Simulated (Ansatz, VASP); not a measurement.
**One calculation of BN, two programs**

```
B N
1.0
     2.50653    0.00000    0.00000
    -1.25326    2.17072    0.00000
     0.00000    0.00000    6.61799
B N
2 2
Cartesian
  0.0000 1.4471 1.6545
  1.2533 0.7236 4.9635
  1.2533 0.7236 1.6545
  0.0000 1.4471 4.9635
```

Alike in both runs: functional PBE; dispersion D3(BJ); k mesh 10 × 10 × 4; no spin polarisation.

Ansatz relaxed the structure, and its values are those at the end. VASP's run is a single point on that final structure, the one shown.

```csv
,VASP,Ansatz
version,VASP 6.6.1,Ansatz 0.2.0
potentials or method,"VASP PAW PBE potentials, release 64 (B, N), cutoff 520 eV","scalar-relativistic, plane waves, PAW"
occupations,"gaussian, width 0.01 eV",fixed
valence electrons in the cell,16,16
```

Ansatz gave:

| Property | Result |
| --- | --- |
| gap on the k mesh at the Fermi level (eV) | 4.23 |
| least direct gap on the mesh (eV) | 4.66 |
| pressure (GPa) | 0.0 |

Problem. Estimate VASP's values.

Solution. gap on the k mesh at the Fermi level (eV): 4.22; least direct gap on the mesh (eV): 4.66; pressure (GPa): 0.0.
